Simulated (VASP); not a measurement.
Wanted: the native input for a VASP 6.6.1 run.

- Task: electric field gradients
- Functional: LDA
- Potentials or basis: VASP PAW LDA potentials, release 64 (Sb)
- Cutoff: 520 eV
- k mesh: 12 × 12 × 7
- Occupations: fermi-dirac, width 0.03 eV
- Spin: no spin polarisation
- Dipole correction: no
- Further INCAR settings: ALGO = Normal; EDIFF = 1e-08; NBANDS = 12

The structure of Sb lies in POSCAR:

```
Sb
1.0
    3.3577325362      0.0000000000      0.0000000000
   -1.6788662682      2.9078816755      0.0000000000
    0.0000000000      0.0000000000      5.3121737799
Sb
2
Direct
    0.3333333333      0.6666666667      0.2500000000
    0.6666666667      0.3333333333      0.7500000000
```

This cell differs from its parent crystal: volume scaled by 0.99.

The input as run:

INCAR

```
PREC     = Accurate       # precision mode
ENCUT    = 520            # plane-wave cutoff, eV
EDIFF    = 1E-8           # SCF threshold, eV
ISMEAR   = -1             # smearing method
SIGMA    = 0.03           # smearing width, eV
LREAL    = False          # projectors in reciprocal space
LASPH    = True           # aspherical terms in the spheres
NELM     = 60             # most SCF steps
ALGO     = Normal         # electronic algorithm
ISIF     = 2              # what is computed and relaxed
LWAVE    = False          # write WAVECAR
LCHARG   = False          # write CHGCAR
LEFG     = True         
NBANDS   = 12             # bands
```

KPOINTS

```
regular mesh
0
Gamma
  12 12 7
```

Potentials or basis: VASP PAW LDA potentials, release 64 (Sb).

Launch:

```sh
$ cat potpaw_LDA.64/Sb/POTCAR > POTCAR
$ mpirun -np 1 vasp_std > vasp.out
```

Results of the run:

```
Pressure               : -0.6 GPa
Band gap on the k mesh : zero (band 5 reaches 12.92 eV, above the bottom of band 6 at 5.96 eV)
```

Caveat: without QUAD_EFG the Cq values of the log hold for a quadrupole moment of 1 mb, not for the nuclei; spin-orbit coupling is left out, which moves the levels of the heavy elements.

Wall time 33 s on 1 thread of Intel Xeon 6975P-C, on a shared host, peak memory 0.17 GiB.
